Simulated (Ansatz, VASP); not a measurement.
# Two plane-wave programs on TaN

```
Ta N
1.0
     2.92387    0.00000    0.00000
    -1.46193    2.53215    0.00000
     0.00000    0.00000    2.87049
Ta N
1 1
Direct
  0.00000 0.00000 0.50000
  0.66667 0.33333 0.00000
```

Alike in both runs: task single point; functional PBEsol; k mesh 6 × 6 × 6; occupations gaussian, width 0.1 eV; no spin polarisation.

|  | VASP | Ansatz |
| --- | --- | --- |
| version | VASP 6.6.1 | Ansatz 0.2.0 |
| potentials or method | VASP PAW PBE potentials, release 64 (Ta_pv, N), cutoff 600 eV | scalar-relativistic, plane waves, PAW |
| valence electrons in the cell | 16 | 18 |

VASP gave:

* gap on the k mesh at the Fermi level (eV): none
* pressure (GPa): 0.8
* traceless stress, the component that is largest in VASP (GPa): 0.08

Q: Which values does Ansatz return?

A: gap on the k mesh at the Fermi level (eV): none; pressure (GPa): 0.0; traceless stress, the component that is largest in VASP (GPa): -0.08.

VASP's potentials were made for PBE, not for PBEsol, and Ansatz warns of the same on its side. A gap of «none» marks a metal or a gap that the smearing closes. The functional is the same, so the differences come from potentials, cutoffs and numerics. VASP's potentials hold 16 valence electrons a cell and Ansatz's 18, so a difference there can come from the potentials and not from the codes.

The k mesh is coarse, so the values compare programs but aren't converged. Spin-orbit coupling is off throughout.
